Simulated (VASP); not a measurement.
# Ba (Fd-3m) in VASP: notebook, part 2 of 2

VASP 6.6.1. The steps go on from the part before.

### 3 Relaxation of cell and atoms, LDA, target pressure 2.3 GPa, at which the enthalpy is minimised

This run uses another cell than the first one, of 50.66 Å³/atom.

INCAR reads:

```
  PREC = Accurate
  ENCUT = 500
  EDIFF = 1E-7
  ISMEAR = -1
  SIGMA = 0.05
  LREAL = F
  LASPH = T
  NELM = 120
  ALGO = Normal
  ISIF = 3
  LWAVE = F
  LCHARG = F
  IBRION = 2
  NSW = 60
  EDIFFG = -0.005
  PSTRESS = 23.0
  GGA_COMPAT = F
  NELMIN = 4
```

KPOINTS reads:

```
regular mesh
0
Gamma
  9 9 9
```

POSCAR reads:

```
Ba
1.0
    0.0000000000      3.7000611345      3.7000611345
    3.7000611345      0.0000000000      3.7000611345
    3.7000611345      3.7000611345      0.0000000000
Ba
2
Direct
   -0.1250000000     -0.1250000000     -0.1250000000
    0.1250000000      0.1250000000      0.1250000000
```

Potentials or basis: VASP PAW LDA potentials, release 64 (Ba_sv).

Run with:

```sh
cat potpaw_LDA.64/Ba_sv/POTCAR > POTCAR
mpirun -np 1 vasp_std > vasp.out
```

OUTCAR:

```text
PREC = Accurate
   ENCUT = 500
   EDIFF = 1E-7
   ISMEAR = -1
   LREAL = F
   LASPH = T
   NELM = 120
   ISIF = 3
   IBRION = 2
   NSW = 60
   EDIFFG = -0.005
   PSTRESS = 23.0
   NELMIN = 4

 ion  position               nearest neighbor table
   1  0.875  0.875  0.875-   2 3.20   2 3.20   2 3.20   2 3.20
   2  0.125  0.125  0.125-   1 3.20   1 3.20   1 3.20   1 3.20

  LATTYP: Found a face centered cubic cell.
 ALAT       =     7.4001222690

  Lattice vectors:

 A1 = (   0.0000000000,   3.7000611345,   3.7000611345)
 A2 = (   3.7000611345,   0.0000000000,   3.7000611345)
 A3 = (   3.7000611345,   3.7000611345,   0.0000000000)

Analysis of symmetry for initial positions (statically):
=====================================================================
 Subroutine PRICEL returns:
 Original cell was already a primitive cell.

 Routine SETGRP: Setting up the symmetry group for a
[... 269 lines left out ...]
      4     -12.7344      2.00000
      5     -12.7344      2.00000
      6     -10.9561      2.00000
      7     -10.9561      2.00000
      8     -10.9561      2.00000
      9       0.2594      2.00000
     10       2.2866      0.22593
     11       2.2866      0.22593
     12       3.9342      0.00000
     13       3.9342      0.00000
     14       3.9342      0.00000
[... 377 lines left out ...]
      1     -26.6059      2.00000
      2     -26.3771      2.00000
      3     -13.2031      2.00000
      4     -13.2031      2.00000
      5     -11.9672      2.00000
      6     -11.6775      2.00000
      7     -10.2720      2.00000
      8     -10.2720      2.00000
      9       1.1829      2.00000
     10       1.5857      1.99999
     11       3.4535      0.00000
     12       3.4535      0.00000
     13       4.3191      0.00000
     14       4.3993      0.00000

 [... further k-points ...]

------------------------ aborting loop because EDIFF is reached ----------------------------------------

  FORCE on cell =-STRESS in cart. coord.  units (eV):
  Direction    XX          YY          ZZ          XY          YZ          ZX
  --------------------------------------------------------------------------------------
  -------------------------------------------------------------------------------------
  Total        1.3150192      1.3150192      1.3150192     -0.0000000     -0.0000000     -0.0000000
  in kB       23.0258691     23.0258691     23.0258691     -0.0000000     -0.0000000     -0.0000000
  external PRESSURE =       0.0258691 kB  Pullay stress =      23.0000000 kB
[... 21 lines left out ...]
  energy  without entropy=       -2.7812763881  energy(sigma->0) =       -2.78846040

  enthalpy is  TOTEN    =        -1.4821026106 eV   P V=        1.3135418049

 reached required accuracy - stopping structural energy minimisation
```

CONTCAR:

```text
Ba
   1.00000000000000
     0.0000000000000000    3.5765602871243334    3.5765602871243334
     3.5765602871243334   -0.0000000000000000    3.5765602871243334
     3.5765602871243334    3.5765602871243334    0.0000000000000000
  Ba
     2
Direct
     0.8750000000000000    0.8750000000000000    0.8750000000000000
     0.1250000000000000    0.1250000000000000    0.1250000000000000

  0.00000000E+00  0.00000000E+00  0.00000000E+00
  0.00000000E+00  0.00000000E+00  0.00000000E+00
```

It took 60 s on 1 thread of Intel Xeon 6975P-C (Granite Rapids), shared host; peak memory 0.21 GiB.

Results:

```
Free energy                                                : -2.7956 eV
Relaxed volume                                             : 45.75 Å³/atom
Relaxed cell                                               : a = 5.058 Å, b = 5.058 Å, c = 5.058 Å, α = 60.00°, β = 60.00°, γ = 60.00°
Space group after relaxing (to 0.1 Å)                      : Fd-3m (No. 227)
Energy change on relaxing (the run minimises the enthalpy) : +29.3 meV/atom
Ionic steps                                                : 3
Pressure after relaxing                                    : 2.3 GPa
Band gap on the k mesh                                     : zero (bands 10 and 11 overlap by 0.30 eV)
```

The path:
| step | energy change (eV) | largest force (eV/Å) | pressure (GPa) | volume (Å³) |
| --- | --- | --- | --- | --- |
| 1 | 0.0000 | 0.0000 | -0.10 | 101.31 |
| 2 | 0.0726 | 0.0000 | 2.63 | 90.59 |
| 3 | 0.0586 | 0.0000 | 2.30 | 91.50 |

Final structure:
```xyz
2
Lattice="0.0000 3.5766 3.5766 3.5766 0.0000 3.5766 3.5766 3.5766 0.0000" Properties=species:S:1:pos:R:3 pbc="T T T"
Ba    6.2590    6.2590    6.2590
Ba    0.8941    0.8941    0.8941
```

Levels at points of the mesh, in eV from the Fermi level:
```
           k point  band 8  band 9  band 10  band 11  band 12  band 13
(0.00, 0.00, 0.00)  -13.14   -1.92     0.10     0.10     1.75     1.75
```

Caveat: the cell is relaxed towards a set pressure, so the run minimises the enthalpy, not the energy; spin-orbit coupling is left out, which moves the levels of the heavy elements.
